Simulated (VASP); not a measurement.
# ZnO (P6_3mc) in VASP: further runs, part 2 of 2

VASP 6.6.1. The steps go on from the part before.

## 4. Electric field gradients, PBEsol

INCAR reads:

```
SYSTEM = ZnO
PREC = Accurate
ENCUT = 520
EDIFF = 1E-8
ISMEAR = -1
SIGMA = 0.02
LREAL = .FALSE.
LASPH = .TRUE.
NELM = 120
ALGO = Normal
ISIF = 2
LWAVE = .FALSE.
LCHARG = .FALSE.
GGA = PS
LEFG = .TRUE.
NBANDS = 26
GGA_COMPAT = .FALSE.
```

KPOINTS reads:

```
Automatic mesh
0
G
  8 8 5
  0 0 0
```

POSCAR reads:

```
ZnO
1.0
    3.2493080000      0.0000000000      0.0000000000
   -1.6246540000      2.8139832727      0.0000000000
    0.0000000000      0.0000000000      5.2057090000
Zn O
2 2
Direct
    0.3333333333      0.6666666667      0.4990872424
    0.6666666667      0.3333333333     -0.0009127576
    0.6666666667      0.3333333333      0.3799227576
    0.3333333333      0.6666666667      0.8799227576
```

Potentials or basis: VASP PAW PBE potentials, release 64 (Zn, O).

The run is started by

```bash
$ cat potpaw_PBE.64/Zn/POTCAR potpaw_PBE.64/O/POTCAR > POTCAR
$ mpirun -np 1 vasp_std > vasp.out
```

OUTCAR:

```text
SYSTEM = ZnO
   PREC = Accurate
   ENCUT = 520
   EDIFF = 1E-8
   ISMEAR = -1
   LREAL = .FALSE.
   LASPH = .TRUE.
   NELM = 120
   ISIF = 2
   GGA = PS

 ion  position               nearest neighbor table
   1  0.333  0.667  0.499-   3 1.98   3 1.98   3 1.98   4 1.98
   2  0.667  0.333  0.999-   4 1.98   4 1.98   4 1.98   3 1.98
   3  0.667  0.333  0.380-   1 1.98   1 1.98   1 1.98   2 1.98
   4  0.333  0.667  0.880-   2 1.98   2 1.98   2 1.98   1 1.98

  LATTYP: Found a hexagonal cell.
 ALAT       =     3.2493080000
 C/A-ratio  =     1.6020977390

  Lattice vectors:

 A1 = (   3.2493080000,   0.0000000000,   0.0000000000)
 A2 = (  -1.6246540000,   2.8139832727,   0.0000000000)
 A3 = (   0.0000000000,   0.0000000000,   5.2057090000)

Analysis of symmetry for initial positions (statically):
=====================================================================
 Subroutine PRICEL returns:
 Original cell was already a primitive cell.

 Routine SETGRP: Setting up the symmetry group for a
 hexagonal supercell.

 Subroutine GETGRP returns: Found 12 space group operations
[... 896 lines left out ...]
     -0.00000      1.87599      2.59810         0.000000      0.000000     -0.003078
      1.62465      0.93799      5.20096        -0.000000     -0.000000     -0.003078
      1.62465      0.93799      1.97777         0.000000     -0.000000      0.003078
     -0.00000      1.87599      4.58062        -0.000000     -0.000000      0.003078
 -----------------------------------------------------------------------------------
    total drift:                                0.000000      0.000000     -0.002657

  FREE ENERGIE OF THE ION-ELECTRON SYSTEM (eV)
  ---------------------------------------------------
  free  energy   TOTEN  =       -19.4106743288 eV

  energy  without entropy=      -19.4106743286  energy(sigma->0) =      -19.41067433

 Electric field gradients (V/A^2)
---------------------------------------------------------------------
 ion       V_xx      V_yy      V_zz      V_xy      V_xz      V_yz
---------------------------------------------------------------------
   1      -2.486    -2.487     4.972    -0.001    -0.000     0.000
   2      -2.486    -2.487     4.972    -0.001     0.000    -0.000
   3       1.345     1.340    -2.685    -0.004    -0.000     0.000
   4       1.345     1.340    -2.685    -0.004     0.000    -0.000
---------------------------------------------------------------------

 Electric field gradients after diagonalization (V/A^2)
 (convention: |V_zz| > |V_xx| > |V_yy|)
----------------------------------------------------------------------
 ion       V_xx      V_yy      V_zz     asymmetry (V_yy - V_xx)/ V_zz
----------------------------------------------------------------------
   1      -2.487    -2.485     4.972       0.000
   2      -2.487    -2.485     4.972       0.000
   3       1.347     1.338    -2.685       0.003
   4       1.347     1.338    -2.685       0.003
----------------------------------------------------------------------

           NMR quadrupolar parameters

 Cq : quadrupolar parameter    Cq=e*Q*V_zz/h
 eta: asymmetry parameters     (V_yy - V_xx)/ V_zz
 Q  : nuclear electric quadrupole moment in mb (millibarn)
----------------------------------------------------------------------
 ion       Cq(MHz)       eta       Q (mb)
----------------------------------------------------------------------
   1       0.012       0.000       1.000
   2       0.012       0.000       1.000
   3      -0.006       0.003       1.000
   4      -0.006       0.003       1.000
----------------------------------------------------------------------
```

Run time: 50 s. Hardware: 1 thread of Intel Xeon Platinum 8488C (Sapphire Rapids), shared host; peak memory 0.17 GiB.

Results:

| Item | Value |
| --- | --- |
| Free energy | -19.4107 eV |
| Pressure | -0.5 GPa |
| Largest force | 0.003 eV/Å |
| Band gap on the k mesh | 0.68 eV |
| Largest electric field gradient by atom | Zn +5.0; O -2.7 V/Å² |

Forces in eV/Å, atoms in the order of the input:
```
Zn   0.000  0.000 -0.003
Zn   0.000  0.000 -0.003
O    0.000  0.000  0.003
O    0.000  0.000  0.003
```

Levels at points of the mesh, in eV from the valence-band top:
```csv
k point,band 14,band 15,band 16,band 17,band 18,band 19,band 20,band 21,band 22,band 23
"(0.00, 0.00, 0.00)",-0.80,-0.80,-0.09,0.00,0.00,0.68,5.09,8.13,12.71,12.71
"(0.50, 0.00, 0.00)",-3.59,-2.84,-2.30,-1.29,-0.86,5.68,6.70,7.48,8.40,10.50
```

Electric field gradients, principal values (V/Å²):
```csv
atom,least,middle,greatest (by size)
1 Zn,-2.485,-2.487,4.972
2 Zn,-2.485,-2.487,4.972
3 O,1.338,1.347,-2.685
4 O,1.338,1.347,-2.685
```

Caveat: without QUAD_EFG the Cq values of the log hold for a quadrupole moment of 1 mb, not for the nuclei; the PAW data sets were made with another functional, which shifts forces and pressure a little.

## 5. Electric field gradients, r2SCAN

POSCAR reads:

```
ZnO
1.0
    3.2493080000      0.0000000000      0.0000000000
   -1.6246540000      2.8139832727      0.0000000000
    0.0000000000      0.0000000000      5.2057090000
Zn O
2 2
Direct
    0.3333333333      0.6666666667      0.5000000000
    0.6666666667      0.3333333333      0.0000000000
    0.6666666667      0.3333333333      0.3790100000
    0.3333333333      0.6666666667      0.8790100000
```

INCAR.step1 reads:

```
  PREC = Accurate
  ENCUT = 580
  ISMEAR = -1
  SIGMA = 0.02
  LREAL = False
  LASPH = True
  NELM = 120
  NBANDS = 26
  GGA = PE
  ALGO = Normal
  EDIFF = 1E-5
  LWAVE = True
  LCHARG = False
  GGA_COMPAT = False
```

INCAR.step2 reads:

```
  PREC = Accurate
  ENCUT = 580
  EDIFF = 1E-8
  ISMEAR = -1
  SIGMA = 0.02
  LREAL = False
  LASPH = True
  NELM = 120
  ALGO = Normal
  ISIF = 2
  LWAVE = False
  LCHARG = False
  METAGGA = R2SCAN
  LMIXTAU = True
  LEFG = True
  NBANDS = 26
  ISTART = 1
  GGA_COMPAT = False
```

KPOINTS reads:

```
Automatic mesh
0
Gamma
  8 8 5
```

Potentials or basis: VASP PAW PBE potentials, release 64 (Zn, O).

The run is started by

```bash
$ cat potpaw_PBE.64/Zn/POTCAR potpaw_PBE.64/O/POTCAR > POTCAR
$ cp INCAR.step1 INCAR
$ mpirun -np 1 vasp_std > vasp.out
$ cp INCAR.step2 INCAR
$ mpirun -np 1 vasp_std > vasp.out
```

OUTCAR:

```text
PREC = Accurate
   ENCUT = 580
   EDIFF = 1E-8
   ISMEAR = -1
   LREAL = False
   LASPH = True
   NELM = 120
   ISIF = 2
   METAGGA = R2SCAN
   ISTART = 1

 ion  position               nearest neighbor table
   1  0.333  0.667  0.500-   4 1.97   3 1.98   3 1.98   3 1.98
   2  0.667  0.333  0.000-   3 1.97   4 1.98   4 1.98   4 1.98
   3  0.667  0.333  0.379-   2 1.97   1 1.98   1 1.98   1 1.98
   4  0.333  0.667  0.879-   1 1.97   2 1.98   2 1.98   2 1.98

  LATTYP: Found a hexagonal cell.
 ALAT       =     3.2493080000
 C/A-ratio  =     1.6020977390

  Lattice vectors:

 A1 = (   3.2493080000,   0.0000000000,   0.0000000000)
 A2 = (  -1.6246540000,   2.8139832727,   0.0000000000)
 A3 = (   0.0000000000,   0.0000000000,   5.2057090000)

Analysis of symmetry for initial positions (statically):
=====================================================================
 Subroutine PRICEL returns:
 Original cell was already a primitive cell.

 Routine SETGRP: Setting up the symmetry group for a
 hexagonal supercell.

 Subroutine GETGRP returns: Found 12 space group operations
 (whereof  6 operations were pure point group operations)
 out of a pool of 24 trial point group operations.

The static configuration has the point symmetry C_3v.
 The point group associated with its full space group is C_6v.

Analysis of symmetry for dynamics (positions and initial velocities):
=====================================================================
 Subroutine PRICEL returns:
 Original cell was already a primitive cell.

 Routine SETGRP: Setting up the symmetry group for a
 hexagonal supercell.

 Subroutine GETGRP returns: Found 12 space group operations
 (whereof  6 operations were pure point group operations)
 out of a pool of 24 trial point group operations.

The dynamic configuration has the point symmetry C_3v.
 The point group associated with its full space group is C_6v.

 Subroutine INISYM returns: Found 12 space group operations
 (whereof  6 operations are pure point group operations),
 and found     1 'primitive' translations

----------------------------------------------------------------------------------------

                                     Primitive cell

  volume of cell :      47.5984

  direct lattice vectors                    reciprocal lattice vectors
     3.249308000  0.000000000  0.000000000     0.307757836  0.177684070  0.000000000
    -1.624654000  2.813983273  0.000000000     0.000000000  0.355368139  0.000000000
     0.000000000  0.000000000  5.205709000     0.000000000  0.000000000  0.192096792

  length of vectors
     3.249308000  3.249308000  5.205709000     0.355368139  0.355368139  0.192096792

  position of ions in fractional coordinates (direct lattice)
     0.333333333  0.666666667  0.500000000
     0.666666667  0.333333333  0.000000000
     0.666666667  0.333333333  0.379010000
     0.333333333  0.666666667  0.879010000

  ion indices of the primitive-cell ions
   primitive index   ion index
[... 89 lines left out ...]
   EMIN   =  10.00;   EMAX   =-10.00  energy-range for DOS
   EFERMI =   0.00;   METHOD = LEGACY
   ISMEAR =    -1;   SIGMA  =   0.02  broadening in eV -4-tet -1-fermi 0-gaus
   EFERMI_NEDOS =   21; number of points for ismear=-14 and -15
   IALGO  =     38    algorithm
   IMIX   =      4    mixing-type and parameters
     AMIX     =   0.40;   BMIX     =  1.00
     AMIX_MAG =   1.60;   BMIX_MAG =  1.00
  volume/ion in A,a.u.               =      11.90        80.30
  Fermi-wavevector in a.u.,A,eV,Ry     =   1.491574  2.818667 30.270160  2.224794
  Thomas-Fermi vector in A             =   2.604212
   LORBIT       =      0    0 simple, 1 ext, 2 COOP (PROOUT), +10 PAW based schemes
   METAGGA = R2SCAN    functional components
   LHFCALC =     F    Hartree Fock is set to
   AEXX    =    0.0000 exact exchange contribution
   IVDW    =     0    specifies the selected vdW correction
   LEPSILON=     F    determine dielectric tensor
   LRPA    =     F    only Hartree local field effects (RPA)
 non-spin polarized calculation
  energy-cutoff  :      580.00
  volume of cell :       47.60
 maximum number of plane-waves:      1524
 NGX is ok and might be reduce to    28

 number of electron      36.0000008 magnetization

 Free energy of the ion-electron system (eV)
  ---------------------------------------------------
  ext. energy  EPLUGINS =         0.00000000
  ---------------------------------------------------
  free energy    TOTEN  =       -36.31956370 eV

  energy without entropy =      -36.31956370  energy(sigma->0) =      -36.31956370

 E-fermi :   1.2629     XC(G=0): -11.6615

 val. band max:        0.8407943714   @ k =   0.0000   0.0000   0.0000
 cond. band min:       2.0720403360   @ k =   0.0000   0.0000   0.0000
 fundamental gap:      1.2312459646
 Fermi energy:         1.2629295621

 k-point     1 :       0.0000    0.0000    0.0000
  band No.  band energies     occupation
      1     -18.2350      2.00000
      2     -17.5414      2.00000
      3      -4.9653      2.00000
      4      -4.9653      2.00000
      5      -4.9243      2.00000
      6      -4.8371      2.00000
[... 685 lines left out ...]
     25      15.2020      0.00000
     26      15.4850      0.00000

 [... further k-points ...]

------------------------ aborting loop because EDIFF is reached ----------------------------------------

  FORCE on cell =-STRESS in cart. coord.  units (eV):
  Direction    XX          YY          ZZ          XY          YZ          ZX
  --------------------------------------------------------------------------------------
  -------------------------------------------------------------------------------------
  Total       -0.2585770     -0.2585770      0.1937640      0.0000000      0.0000000      0.0000000
  in kB       -8.7037844     -8.7037844      6.5221596      0.0000000      0.0000000      0.0000000
  external PRESSURE =      -3.6284698 kB  Pullay stress =       0.0000000 kB

 VOLUME and BASIS-vectors are now :
 -----------------------------------------------------------------------------
  energy-cutoff  :      580.00
  volume of cell :       47.60
      direct lattice vectors                 reciprocal lattice vectors
     3.249308000  0.000000000  0.000000000     0.307757836  0.177684070  0.000000000
    -1.624654000  2.813983273  0.000000000     0.000000000  0.355368139  0.000000000
     0.000000000  0.000000000  5.205709000     0.000000000  0.000000000  0.192096792

 POSITION                                       TOTAL-FORCE (eV/Angst)
 -----------------------------------------------------------------------------------
     -0.00000      1.87599      2.60285        -0.000000      0.000000     -0.065116
      1.62465      0.93799      0.00000         0.000000      0.000000     -0.065116
      1.62465      0.93799      1.97302        -0.000000     -0.000000      0.065116
     -0.00000      1.87599      4.57587         0.000000      0.000000      0.065116
 -----------------------------------------------------------------------------------
    total drift:                                0.000000      0.000000      0.057750

  FREE ENERGIE OF THE ION-ELECTRON SYSTEM (eV)
  ---------------------------------------------------
  free  energy   TOTEN  =       -36.3195637045 eV

  energy  without entropy=      -36.3195637044  energy(sigma->0) =      -36.31956370

 Electric field gradients (V/A^2)
---------------------------------------------------------------------
 ion       V_xx      V_yy      V_zz      V_xy      V_xz      V_yz
---------------------------------------------------------------------
   1      -0.455    -0.453     0.908     0.002     0.000    -0.000
   2      -0.455    -0.453     0.908     0.002    -0.000     0.000
   3       0.961     0.962    -1.923     0.000     0.000    -0.000
   4       0.961     0.962    -1.923     0.000    -0.000     0.000
---------------------------------------------------------------------

 Electric field gradients after diagonalization (V/A^2)
 (convention: |V_zz| > |V_xx| > |V_yy|)
----------------------------------------------------------------------
 ion       V_xx      V_yy      V_zz     asymmetry (V_yy - V_xx)/ V_zz
----------------------------------------------------------------------
   1      -0.456    -0.452     0.908       0.004
   2      -0.456    -0.452     0.908       0.004
   3       0.962     0.961    -1.923       0.000
   4       0.962     0.961    -1.923       0.000
----------------------------------------------------------------------

           NMR quadrupolar parameters

 Cq : quadrupolar parameter    Cq=e*Q*V_zz/h
 eta: asymmetry parameters     (V_yy - V_xx)/ V_zz
 Q  : nuclear electric quadrupole moment in mb (millibarn)
----------------------------------------------------------------------
 ion       Cq(MHz)       eta       Q (mb)
----------------------------------------------------------------------
   1       0.002       0.004       1.000
   2       0.002       0.004       1.000
   3      -0.005       0.000       1.000
   4      -0.005       0.000       1.000
----------------------------------------------------------------------
```

It took 4.5 min on 1 thread of Intel Xeon Platinum 8488C (Sapphire Rapids), shared host; peak memory 0.2 GiB.

What came out:

| Item | Value |
| --- | --- |
| Free energy | -36.3196 eV |
| Pressure | -0.4 GPa |
| Largest force | 0.065 eV/Å |
| Band gap on the k mesh | 1.23 eV |
| Largest electric field gradient by atom | Zn +0.9; O -1.9 V/Å² |

Forces on the atoms (eV/Å):
```
Zn   0.000  0.000 -0.065
Zn   0.000  0.000 -0.065
O    0.000  0.000  0.065
O    0.000  0.000  0.065
```

Stress tensor (GPa, compression positive):
```
-0.87  0.00  0.00
 0.00 -0.87  0.00
 0.00  0.00  0.65
```

Electric field gradients, principal values (V/Å²):
| atom | least | middle | greatest (by size) |
| --- | --- | --- | --- |
| 1 Zn | -0.452 | -0.456 | 0.908 |
| 2 Zn | -0.452 | -0.456 | 0.908 |
| 3 O | 0.961 | 0.962 | -1.923 |
| 4 O | 0.961 | 0.962 | -1.923 |

Caveat: without QUAD_EFG the Cq values of the log hold for a quadrupole moment of 1 mb, not for the nuclei; the PAW data sets were made with another functional, which shifts forces and pressure a little.

## 6. Overview

| level | potentials or basis | cutoff (eV) | gap on the mesh (eV) | pressure (GPa) |
| --- | --- | --- | --- | --- |
| PBEsol | VASP PAW PBE potentials, release 64 (Zn, O) | 520 | 0.68 | -0.5 |
| LDA | VASP PAW LDA potentials, release 64 (Zn, O) | 520 | 0.74 | -6.0 |
| r2SCAN | VASP PAW PBE potentials, release 64 (Zn, O) | 580 | 1.23 | -0.4 |

Some of these runs hold the atoms at other places in the same cell, which the table doesn't show; runs alike in all that it shows share one row.

Alike in all rows: task electric field gradients; no spin polarisation; cell as given; k mesh 8 × 8 × 5; smearing fermi-dirac 0.02 eV.

Caveats: the PAW data sets were made with another functional, which shifts forces and pressure a little (at least some runs); the cell stands under tension (at least some runs).

Absolute energies hang on the potentials; compare differences alone.

## 7. Against experiment

Step 2. Against the measured gap of ZnO, 3.37 eV (quoted in “Electronic structure of alkaline earth and post-transition metal oxides”, 2009, arxiv:0908.1581), the calculated 0.69 eV is off by -2.68 eV. So large a miss can be the level of theory's own, or it may mean another phase, state or a wrong row. The value is that of PBEsol, without temperature or zero-point motion. Semilocal functionals fall short of measured gaps as a rule.

Step 5. A measured gap of ZnO is 3.37 eV (quoted in “Electronic structure of alkaline earth and post-transition metal oxides”, 2009, arxiv:0908.1581); the calculated 1.23 eV misses it by -2.14 eV. So large a miss can be the level of theory's own, or it may mean another phase, state or a wrong row. The value is that of r2SCAN, without temperature or zero-point motion.
